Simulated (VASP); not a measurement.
# Bi (Pm-3m) in VASP: a series of runs, part 2 of 2

VASP 6.6.1. The steps go on from the part before.

## Step 3: Relaxation of cell and atoms, PBEsol, target pressure 20 GPa, at which the enthalpy is minimised

INCAR reads:

```
SYSTEM = Bi
  PREC = Accurate
  ENCUT = 500
  EDIFF = 1E-7
  ISMEAR = 0
  SIGMA = 0.05
  LREAL = .False.
  LASPH = .True.
  NELM = 120
  ALGO = Normal
  ISIF = 3
  LWAVE = .False.
  LCHARG = .False.
  GGA = PS
  IBRION = 2
  NSW = 60
  EDIFFG = -0.01
  PSTRESS = 200.0
  GGA_COMPAT = .False.
  NELMIN = 4
```

KPOINTS reads:

```
Automatic mesh
0
Gamma
  7 7 7
  0 0 0
```

POSCAR reads:

```
Bi
1.0
    3.3800000000      0.0000000000      0.0000000000
    0.0000000000      3.3800000000      0.0000000000
    0.0000000000      0.0000000000      3.3800000000
Bi
1
Direct
    0.0000000000      0.0000000000      0.0000000000
```

Potentials or basis: VASP PAW PBE potentials, release 64 (Bi_d).

Started as:

```console
$ cat potpaw_PBE.64/Bi_d/POTCAR > POTCAR
$ mpirun -np 1 vasp_std > vasp.out
```

OUTCAR:

```text
SYSTEM = Bi
   PREC = Accurate
   ENCUT = 500
   EDIFF = 1E-7
   ISMEAR = 0
   LREAL = .False.
   LASPH = .True.
   NELM = 120
   ISIF = 3
   GGA = PS
   IBRION = 2
   NSW = 60
   EDIFFG = -0.01
   PSTRESS = 200.0
   NELMIN = 4

 ion  position               nearest neighbor table
   1  0.000  0.000  0.000-

  LATTYP: Found a simple cubic cell.
 ALAT       =     3.3800000000

  Lattice vectors:

 A1 = (   3.3800000000,   0.0000000000,   0.0000000000)
 A2 = (   0.0000000000,   3.3800000000,   0.0000000000)
 A3 = (   0.0000000000,   0.0000000000,   3.3800000000)

Analysis of symmetry for initial positions (statically):
=====================================================================
 Subroutine PRICEL returns:
 Original cell was already a primitive cell.

 Routine SETGRP: Setting up the symmetry group for a
 simple cubic supercell.

 Subroutine GETGRP returns: Found 48 space group operations
 (whereof 48 operations were pure point group operations)
 out of a pool of 48 trial point group operations.

The static configuration has the point symmetry O_h .

Analysis of symmetry for dynamics (positions and initial velocities):
=====================================================================
 Subroutine PRICEL returns:
 Original cell was already a primitive cell.

 Routine SETGRP: Setting up the symmetry group for a
 simple cubic supercell.

 Subroutine GETGRP returns: Found 48 space group operations
 (whereof 48 operations were pure point group operations)
 out of a pool of 48 trial point group operations.

The dynamic configuration has the point symmetry O_h .

 Subroutine INISYM returns: Found 48 space group operations
 (whereof 48 operations are pure point group operations),
 and found     1 'primitive' translations

----------------------------------------------------------------------------------------

                                     Primitive cell

  volume of cell :      38.6145

  direct lattice vectors                    reciprocal lattice vectors
     3.380000000  0.000000000  0.000000000     0.295857988  0.000000000  0.000000000
     0.000000000  3.380000000  0.000000000     0.000000000  0.295857988  0.000000000
     0.000000000  0.000000000  3.380000000     0.000000000  0.000000000  0.295857988

  length of vectors
     3.380000000  3.380000000  3.380000000     0.295857988  0.295857988  0.295857988

  position of ions in fractional coordinates (direct lattice)
     0.000000000  0.000000000  0.000000000

  ion indices of the primitive-cell ions
   primitive index   ion index
                 1           1

----------------------------------------------------------------------------------------

 KPOINTS: Automatic mesh

Automatic generation of k-mesh.
 Grid dimensions read from file:
 generate k-points for:    7    7    7

 Generating k-lattice:

  Cartesian coordinates                     Fractional coordinates (reciprocal lattice)
     0.042265427  0.000000000  0.000000000     0.142857143  0.000000000  0.000000000
     0.000000000  0.042265427  0.000000000     0.000000000  0.142857143  0.000000000
     0.000000000  0.000000000  0.042265427     0.000000000  0.000000000  0.142857143

  Length of vectors
     0.042265427  0.042265427  0.042265427

  Shift w.r.t. Gamma in fractional coordinates (k-lattice)
     0.000000000  0.000000000  0.000000000

 Subroutine IBZKPT returns following result:
 ===========================================

 Found     20 irreducible k-points:

 Following reciprocal coordinates:
            Coordinates               Weight
  0.000000  0.000000  0.000000      1.000000
  0.142857  0.000000  0.000000      6.000000
  0.285714  0.000000  0.000000      6.000000
  0.428571  0.000000  0.000000      6.000000
  0.142857  0.142857  0.000000     12.000000
  0.285714  0.142857  0.000000     24.000000
[... 12 lines left out ...]
  0.428571  0.428571  0.285714     24.000000
  0.428571  0.428571  0.428571      8.000000
   k-points           NKPTS =     20   k-points in BZ     NKDIM =     20   number of bands    NBANDS=     11
   number of dos      NEDOS =    301   number of ions     NIONS =      1
   total plane-waves  NPLWV =  21952
   dimension x,y,z NGX =    28 NGY =   28 NGZ =   28
   dimension x,y,z NGXF=    56 NGYF=   56 NGZF=   56
   ions per type =               1
   NGX,Y,Z   is equivalent  to a cutoff of  13.77, 13.77, 13.77 a.u.
   NGXF,Y,Z  is equivalent  to a cutoff of  27.54, 27.54, 27.54 a.u.
 SYSTEM =  Bi
   PREC   = accura    normal or accurate (medium, high low for compatibility)
   ISTART =      0    job   : 0-new  1-cont  2-samecut
   ICHARG =      2    charge: 1-file 2-atom 10-const
   ISPIN  =      1    spin polarized calculation?
   LNONCOLLINEAR =      F non collinear calculations
   LSORBIT =      F    spin-orbit coupling
   LASPH  =      T    aspherical Exc in radial PAW
   ENCUT  =  500.0 eV  36.75 Ry    6.06 a.u.   6.16  6.16  6.16*2*pi/ulx,y,z
   NELM   =    120;   NELMIN=  4; NELMDL= -5     # of ELM steps
   EDIFF  = 0.1E-06   stopping-criterion for ELM
   LREAL  =      F    real-space projection
   EDIFFG = -.1E-01   stopping-criterion for IOM
   NSW    =     60    number of steps for IOM
   IBRION =      2    ionic relax: 0-MD 1-quasi-New 2-CG
   NFREE  =      1    steps in history (QN), initial steepest desc. (CG)
   ISIF   =      3    stress and relaxation
   ISYM   =      2    0-nonsym 1-usesym 2-fastsym
   POTIM  = 0.5000    time-step for ionic-motion
   TEBEG  =    0.0;   TEEND  =   0.0 temperature during run
   PSTRESS=  200.0 pullay stress
   NELECT =      15.0000    total number of electrons
   NUPDOWN=      -1.0000    fix difference up-down
   EMIN   =  10.00;   EMAX   =-10.00  energy-range for DOS
   EFERMI =   0.00;   METHOD = LEGACY
   ISMEAR =     0;   SIGMA  =   0.05  broadening in eV -4-tet -1-fermi 0-gaus
   EFERMI_NEDOS =   21; number of points for ismear=-14 and -15
   IALGO  =     38    algorithm
   IMIX   =      4    mixing-type and parameters
     AMIX     =   0.40;   BMIX     =  1.00
     AMIX_MAG =   1.60;   BMIX_MAG =  1.00
  volume/ion in A,a.u.               =      38.61       260.58
  Fermi-wavevector in a.u.,A,eV,Ry     =   1.194507  2.257290 19.413418  1.426846
  Thomas-Fermi vector in A             =   2.330495
   LORBIT       =      0    0 simple, 1 ext, 2 COOP (PROOUT), +10 PAW based schemes
   GGA     = PS    functional components
   LHFCALC =     F    Hartree Fock is set to
   AEXX    =    0.0000 exact exchange contribution
   IVDW    =     0    specifies the selected vdW correction
   LEPSILON=     F    determine dielectric tensor
   LRPA    =     F    only Hartree local field effects (RPA)
 conjugate gradient relaxation of ions
 non-spin polarized calculation
 Gauss-broadening in eV      SIGMA  =   0.05
  energy-cutoff  :      500.00
  volume of cell :       38.61
 maximum number of plane-waves:       992
 NGX is ok and might be reduce to    28
   NGX = 13   NGY = 13   NGZ = 13

--------------------------------------- Ionic step        1  -------------------------------------------

 number of electron      15.0000002 magnetization

 Free energy of the ion-electron system (eV)
  ---------------------------------------------------
  ext. energy  EPLUGINS =         0.00000000
  ---------------------------------------------------
  free energy    TOTEN  =        -4.20241845 eV

  energy without entropy =       -4.20171245  energy(sigma->0) =       -4.20206545

 E-fermi :   4.7612     XC(G=0):  -9.3205

 val. band max:        4.7029957916   @ k =   0.2857   0.2857   0.2857
 cond. band min:       5.2555806721   @ k =   0.4286   0.2857   0.2857
 fundamental gap:      0.5525848806
 Fermi energy:         4.7611589128
[... 671 lines left out ...]
  energy  without entropy=       -4.1824640504  energy(sigma->0) =       -4.18281736

  enthalpy is  TOTEN    =        -0.5742254815 eV   P V=        3.6089451874

[... ionic steps 4 to 13 ...]

--------------------------------------- Ionic step       14  -------------------------------------------

 number of electron      15.0000003 magnetization

------------------------ aborting loop because EDIFF is reached ----------------------------------------
[... 69 lines left out ...]
--------------------------------------- Ionic step       16  -------------------------------------------

 number of electron      15.0000003 magnetization

 Free energy of the ion-electron system (eV)
  ---------------------------------------------------
  ext. energy  EPLUGINS =         0.00000000
  ---------------------------------------------------
  free energy    TOTEN  =        -3.98210975 eV

  energy without entropy =       -3.98165828  energy(sigma->0) =       -3.98188401

 E-fermi :   9.3535     XC(G=0): -11.0491

 val. band max:        9.3219086438   @ k =   0.2857   0.2857   0.2857
 cond. band min:       9.9678383229   @ k =   0.4286   0.2857   0.2857
 fundamental gap:      0.6459296791
 Fermi energy:         9.3534879772
[... 310 lines left out ...]
  energy  without entropy=       -3.9816582792  energy(sigma->0) =       -3.98188401

  enthalpy is  TOTEN    =        -0.6396169512 eV   P V=        3.3424927959

 reached required accuracy - stopping structural energy minimisation
```

OSZICAR:

```text
N       E                     dE             d eps       ncg     rms          rms(c)
DAV:   1     0.102848879389E+03    0.10285E+03   -0.77377E+03   440   0.140E+03
DAV:   2     0.127465260240E+01   -0.10157E+03   -0.99584E+02   446   0.334E+02
DAV:   3    -0.405098804309E+01   -0.53256E+01   -0.52302E+01   521   0.902E+01
[... 141 lines left out ...]
DAV:   4    -0.398210807415E+01   -0.13918E-05   -0.63379E-06   470   0.330E-02    0.283E-03
DAV:   5    -0.398211029060E+01   -0.22164E-05   -0.37566E-06   446   0.215E-02    0.146E-03
DAV:   6    -0.398210989299E+01    0.39761E-06   -0.28048E-07   458   0.799E-03    0.364E-04
DAV:   7    -0.398210974964E+01    0.14336E-06   -0.36803E-08   220   0.168E-03    0.841E-05
DAV:   8    -0.398210974710E+01    0.25357E-08   -0.44316E-09   220   0.102E-03
  16 F= -.63961695E+00 E0= -.63939122E+00  d E =-.170802E-03
```

CONTCAR:

```text
Bi
   1.00000000000000
     2.9916929788829529   -0.0000000000000001   -0.0000000000000000
    -0.0000000000000001    2.9916929788829538    0.0000000000000000
     0.0000000000000000   -0.0000000000000001    2.9916929788829538
  Bi
     1
Direct
     1.0000000000000000    0.0000000000000000    1.0000000000000000

  0.00000000E+00  0.00000000E+00  0.00000000E+00
```

Wall time 94 s (1 thread of Intel Xeon Platinum 8259CL at 2.50GHz (Skylake/Cascade Lake), shared host); peak memory 0.17 GiB.

What came out:

```
Free energy                                            : -3.9821 eV
Relaxed volume                                         : 26.78 Å³/atom
Relaxed cell                                           : a = 2.992 Å, b = 2.992 Å, c = 2.992 Å, α = 90.00°, β = 90.00°, γ = 90.00°
Space group after relaxing (to 0.05 Å)                 : Pm-3m (No. 221)
Energy change on relaxing (the enthalpy is what falls) : +220.3 meV/atom
Ionic steps                                            : 16
Pressure after relaxing                                : 20.0 GPa
```

The path:
| step | energy change (eV) | largest force (eV/Å) | pressure (GPa) | volume (Å³) |
| --- | --- | --- | --- | --- |
| 1 | 0.0000 | 0.0000 | -5.73 | 38.61 |
| 2 | 11.1574 | 0.0000 | 421.95 | 13.29 |
| 3 | 0.0192 | 0.0000 | 10.82 | 28.91 |
| 4 | 0.0917 | 0.0000 | 14.34 | 27.98 |
| 5 | 0.2313 | 0.0000 | 20.41 | 26.69 |
| 6 | 0.2052 | 0.0000 | 19.33 | 26.90 |
| 7 | 0.2060 | 0.0000 | 19.37 | 26.89 |
| 8 | 0.2085 | 0.0000 | 19.47 | 26.87 |
| 9 | 0.2085 | 0.0000 | 19.47 | 26.87 |
| 10 | 0.2086 | 0.0000 | 19.47 | 26.87 |
| 11 | 0.2088 | 0.0000 | 19.48 | 26.87 |
| 12 | 0.2092 | 0.0000 | 19.49 | 26.87 |
| 13 | 0.2099 | 0.0000 | 19.53 | 26.86 |
| 14 | 0.2114 | 0.0000 | 19.60 | 26.85 |
| 15 | 0.2143 | 0.0000 | 19.72 | 26.82 |
| 16 | 0.2203 | 0.0000 | 19.96 | 26.78 |

Final structure:
```
CELL_PARAMETERS angstrom
2.99169 0.00000 0.00000
0.00000 2.99169 0.00000
0.00000 0.00000 2.99169
ATOMIC_POSITIONS crystal
Bi 0.00000 0.00000 0.00000
```

Caveat: the cell is relaxed towards a set pressure, so the enthalpy falls and the energy may rise; the volume moved by over 15 % at a fixed basis, so the end points are rough; the PAW data sets were made with another functional, which shifts forces and pressure a little; spin-orbit coupling is left out, which moves the levels of the heavy elements.

## Step 4: Relaxation of cell and atoms, PBEsol, target pressure 30 GPa, at which the enthalpy is minimised

INCAR reads:

```
PREC = Accurate ; ENCUT = 500
EDIFF = 1E-7 ; ISMEAR = 0
SIGMA = 0.05 ; LREAL = F
LASPH = T ; NELM = 120
ALGO = Normal ; ISIF = 3
LWAVE = F ; LCHARG = F
GGA = PS ; IBRION = 2
NSW = 60 ; EDIFFG = -0.01
PSTRESS = 300.0 ; GGA_COMPAT = F
NELMIN = 4
```

KPOINTS reads:

```
Automatic mesh
0
Gamma
  7 7 7
```

POSCAR is that of step 3.

Started as:

```console
$ cat potpaw_PBE.64/Bi_d/POTCAR > POTCAR
$ mpirun -np 1 vasp_std > vasp.out
```

It took 77 s on 1 thread of Intel Xeon Platinum 8259CL at 2.50GHz (Skylake/Cascade Lake), shared host; peak memory 0.18 GiB.

It converged, with:

| Quantity | Value |
| --- | --- |
| Free energy | -3.7268 eV |
| Relaxed volume | 25.12 Å³/atom |
| Relaxed cell | a = 2.929 Å, b = 2.929 Å, c = 2.929 Å, α = 90.00°, β = 90.00°, γ = 90.00° |
| Space group after relaxing (to 0.05 Å) | Pm-3m (No. 221) |
| Energy change on relaxing (the enthalpy is what falls) | +475.6 meV/atom |
| Ionic steps | 10 |
| Pressure after relaxing | 30.0 GPa |

The path:
```tsv
step	energy change (eV)	largest force (eV/Å)	pressure (GPa)	volume (Å³)
1	0.0000	0.0000	-5.73	38.61
2	45.8639	0.0000	2087.46	7.71
3	-0.0979	0.0000	-2.35	34.89
4	-0.1038	0.0000	1.94	32.22
5	0.9005	0.0000	45.42	23.29
6	0.3847	0.0000	26.53	25.64
7	0.4685	0.0000	29.72	25.16
8	0.5125	0.0000	31.37	24.93
9	0.3907	0.0000	26.75	25.60
10	0.4756	0.0000	29.99	25.12
```

Final structure:
```yaml
crystal:
  lattice:
    - [2.92875, 0.00000, 0.00000]
    - [0.00000, 2.92875, 0.00000]
    - [0.00000, 0.00000, 2.92875]
  atoms:
    - { symbol: Bi, position: [0.00000, 0.00000, 0.00000] }
```

Levels at points of the mesh, in eV from the Fermi level:
| k point | band 4 | band 5 | band 6 | band 7 | band 8 | band 9 | band 10 | band 11 |
| --- | --- | --- | --- | --- | --- | --- | --- | --- |
| (0.00, 0.00, 0.00) | -22.54 | -22.54 | -15.42 | 4.15 | 4.15 | 4.15 | 8.35 | 9.22 |

Caveat: the cell is relaxed towards a set pressure, so the enthalpy falls and the energy may rise; the volume moved by over 15 % at a fixed basis, so the end points are rough; the PAW data sets were made with another functional, which shifts forces and pressure a little; spin-orbit coupling is left out, which moves the levels of the heavy elements.

## Step 5: The runs side by side

| cell | gap on the mesh (eV) | pressure (GPa) |
| --- | --- | --- |
| relaxed to 10 GPa | none | 10.0 |
| relaxed to 20 GPa | none | 20.0 |
| relaxed to 30 GPa | none | 30.0 |

Alike in all rows: task relaxation of cell and atoms; level PBEsol; potentials or basis VASP PAW PBE potentials, release 64 (Bi_d); no spin polarisation; k mesh 7 × 7 × 7; cutoff (eV) 500; smearing gaussian 0.05 eV.

Caveats: the cell is relaxed towards a set pressure, so the enthalpy falls and the energy may rise; the volume moved by over 15 % at a fixed basis, so the end points are rough; the PAW data sets were made with another functional, which shifts forces and pressure a little; spin-orbit coupling is left out, which moves the levels of the heavy elements.

Total energies depend on the potentials used, so only differences within one code and one set of settings carry meaning.
